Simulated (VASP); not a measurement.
The system is C.

```
C
1.0
     0.00000    1.75927    1.75927
     1.75927    0.00000    1.75927
     1.75927    1.75927    0.00000
C
2
Direct
  0.75000 0.75000 0.75000
  0.50000 0.50000 0.50000
```

Base run:

* Program: VASP 6.6.1
* Functional: PBEsol
* Potentials or basis: VASP PAW PBE potentials, release 64 (C)
* Cutoff: 520 eV
* k mesh: 13 × 13 × 13
* Occupations: fermi-dirac, width 0.05 eV
* Spin: no spin polarisation

Its results: band gap on the k mesh 4.10 eV, indirect (least direct gap 5.65 eV); pressure 15.5 GPa.

**Question.** After a change of settings the same cell gave: band gap on the k mesh 4.57 eV, indirect (least direct gap 5.86 eV); pressure 31.6 GPa. Which change was it?
A. functional from PBEsol to BLYP
B. functional from PBEsol to r2SCAN
C. functional from PBEsol to revPBE
D. functional from PBEsol to r2SCAN; dispersion from none to rVV10

**Answer.** A.

BLYP binds less tightly than PBEsol, so the same cell stands under more pressure.

Caveats: the PAW data sets were made with another functional, which shifts forces and pressure a little.
